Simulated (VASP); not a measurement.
Here is a VASP 6.6.1 calculation.

Contents of INCAR:

```
SYSTEM = Ga
ALGO = Normal ; EDIFF = 1E-6
ENCUT = 500 ; GGA = PE
GGA_COMPAT = .False. ; ISIF = 2
ISMEAR = 0 ; LASPH = .True.
LCHARG = .False. ; LREAL = .False.
LWAVE = .False. ; NBANDS = 34
NELM = 120 ; PREC = Accurate
SIGMA = 0.1
```

KPOINTS

```
k-points
0
Gamma
  18 18 6
  0 0 0
```

The input POSCAR:

```
Ga
1.0
    2.9701697407      0.0000000000      0.0000000000
   -1.4850848703      2.5722424490      0.0000000000
    0.0000000000      0.0000000000      9.9394780935
Ga
4
Direct
    0.0000000000      0.0000000000      0.0000000000
    0.3333333333      0.6666666667      0.2500000000
    0.0000000000      0.0000000000      0.5000000000
    0.6666666667      0.3333333333      0.7500000000
```

Potentials or basis: VASP PAW PBE potentials, release 64 (Ga_d).

Launch:

```console
$ cat potpaw_PBE.64/Ga_d/POTCAR > POTCAR
$ mpirun -np 1 vasp_std > vasp.out
```

Predict the band gap on the k mesh.

zero (band 26 reaches 9.41 eV, above the bottom of band 27 at 4.07 eV).

Estimate the pressure.

0.0 GPa.
